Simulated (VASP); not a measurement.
A run of VASP 6.6.1 is set up as follows.

File INCAR:

```
AGGAC = 1.0
AGGAX = 1.0
ALDAC = 0.0
ALDAX = 1.0
ALGO = Normal
EDIFF = 1E-6
ENCUT = 520
GGA = B5
ISIF = 2
ISMEAR = 0
IVDW = 12
LASPH = T
LCHARG = T
LNONCOLLINEAR = T
LORBIT = 11
LREAL = F
LVHAR = T
LWAVE = F
MAGMOM = 0 0 0.5 0 0 0
NBANDS = 30
NELM = 150
PREC = Accurate
SIGMA = 0.15
VDW_A1 = 0.4298
VDW_A2 = 4.2359
VDW_S6 = 1.0
VDW_S8 = 2.6996
```

Contents of KPOINTS:

```
k-points
0
Gamma
  6 6 6
```

The input POSCAR:

```
GaAs
1.0
    0.0000000000      2.8640496607      2.8640496607
    2.8640496607      0.0000000000      2.8640496607
    2.8640496607      2.8640496607      0.0000000000
As Ga
1 1
Direct
    0.7500000000      0.7500000000      0.7500000000
    0.0000000000      0.0000000000      0.0000000000
```

Potentials or basis: VASP PAW PBE potentials, release 64 (As, Ga_d).

Launch:

```console
$ cat potpaw_PBE.64/As/POTCAR potpaw_PBE.64/Ga_d/POTCAR > POTCAR
$ mpirun -np 1 vasp_ncl > vasp.out
```

**Question.** Predict the pressure.

**Answer.** -1.2 GPa.

**Question.** Predict the band gap on the k mesh.

**Answer.** 0.10 eV.

Moments on the atoms (μB; x, y, z):
```
As  0.00 0.00 0.00
Ga  0.00 0.00 0.00
```

Caveat: the smearing spreads over this small gap; semilocal functionals underestimate gaps, and a narrow one can read as zero; the PAW data sets were made with another functional, which shifts forces and pressure a little.
